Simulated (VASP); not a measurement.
Input of a VASP 6.6.1 run:

The input INCAR:

```
ALGO = Normal
EDIFF = 1E-7
EDIFFG = -0.005
ENCUT = 500
GGA = PE
GGA_COMPAT = F
IBRION = 2
ISIF = 3
ISMEAR = -1
LASPH = T
LCHARG = F
LREAL = F
LWAVE = F
NELM = 120
NELMIN = 4
NSW = 100
PREC = Accurate
SIGMA = 0.03
```

KPOINTS

```
k-points
0
Gamma
  11 11 11
```

File POSCAR:

```
SrTe
1.0
    0.0000000000      3.2195088072      3.2195088072
    3.2195088072      0.0000000000      3.2195088072
    3.2195088072      3.2195088072      0.0000000000
Sr Te
1 1
Direct
    0.0000000000      0.0000000000      0.0000000000
    0.5000000000      0.5000000000      0.5000000000
```

Potentials or basis: VASP PAW PBE potentials, release 64 (Sr_sv, Te).

Run with:

```console
$ cat potpaw_PBE.64/Sr_sv/POTCAR potpaw_PBE.64/Te/POTCAR > POTCAR
$ mpirun -np 1 vasp_std > vasp.out
```

(1) Predict the relaxed cell.

(2) Estimate the space group after relaxing (to 0.1 Å).

Results:

(1) a = 4.754 Å, b = 4.754 Å, c = 4.754 Å, α = 60.00°, β = 60.00°, γ = 60.00°.

(2) Fm-3m (No. 225).
